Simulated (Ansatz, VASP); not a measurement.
MgS in VASP and in Ansatz

```
Mg S
1.0
     0.00000    2.81000    2.81000
     2.81000    0.00000    2.81000
     2.81000    2.81000    0.00000
Mg S
1 1
Direct
  0.00000 0.00000 0.00000
  0.25000 0.25000 0.25000
```

Alike in both runs: task relaxation of cell and atoms; functional LDA; k mesh 6 × 6 × 6; occupations gaussian, width 0.02 eV; no spin polarisation.

|  | VASP | Ansatz |
| --- | --- | --- |
| version | VASP 6.6.1 | Ansatz 0.2.0 |
| potentials or method | VASP PAW LDA potentials, release 64 (Mg, S), cutoff 600 eV | scalar-relativistic, plane waves, PAW |
| valence electrons in the cell | 8 | 16 |

```tsv
	VASP	Ansatz	Ansatz less VASP
gap on the k mesh at the Fermi level, each at its own relaxed structure (eV)	3.40	3.36	-0.037
relaxed volume (Å³/atom)	21.77	21.88	+0.108
relaxed cell length with the largest relative difference (Å)	3.949	3.955	+0.0065
```

Ansatz warns that its potentials were made for another functional, while VASP's fit it. LDA's correlation is that of Perdew and Zunger in VASP and of Perdew and Wang (1992) in Ansatz. VASP's potentials hold 8 valence electrons a cell and Ansatz's 16, so a difference there can come from the potentials and not from the codes.
